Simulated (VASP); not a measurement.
Set up this calculation in VASP 6.6.1, as the native input.

```
Task                   : single point
Functional             : LDA
Potentials or basis    : VASP PAW LDA potentials, release 64 (V_sv)
Cutoff                 : 520 eV
k mesh                 : 9 × 9 × 9
Occupations            : gaussian, width 0.02 eV
Spin                   : collinear spin, ferromagnetic start
Starting moments       : [1.5] μB
Dipole correction      : no
Further INCAR settings : ALGO = Normal; EDIFF = 1e-06; NBANDS = 16
```

The structure of V lies in POSCAR:

```
V
1.0
   -1.4591731017      1.4591731017      1.4591731017
    1.4591731017     -1.4591731017      1.4591731017
    1.4591731017      1.4591731017     -1.4591731017
V
1
Direct
    0.0000000000      0.0000000000      0.0000000000
```

The input as run:

INCAR

```
  PREC = Accurate
  ENCUT = 520
  EDIFF = 1E-6
  ISMEAR = 0
  SIGMA = 0.02
  LREAL = False
  LASPH = True
  NELM = 150
  ALGO = Normal
  ISIF = 2
  LWAVE = False
  LCHARG = True
  ISPIN = 2
  MAGMOM = 1.5
  LORBIT = 11
  LMAXMIX = 4
  LELF = True
  LVHAR = True
  NBANDS = 16
```

KPOINTS

```
regular mesh
0
Gamma
  9 9 9
```

Potentials or basis: VASP PAW LDA potentials, release 64 (V_sv).

Run with:

```sh
$ cat potpaw_LDA.64/V_sv/POTCAR > POTCAR
$ mpirun -np 1 vasp_std > vasp.out
```

It gave:

```json
{
 "Pressure": "0.6 GPa",
 "Net moment": "0.02 μB per cell",
 "Valence electrons inside the program's atomic spheres": "V 11.84"
}
```

Run time: 5.9 s on 1 thread of Intel(R) Xeon(R) 6975P-C (Granite Rapids), on a shared host, peak memory 0.12 GiB.
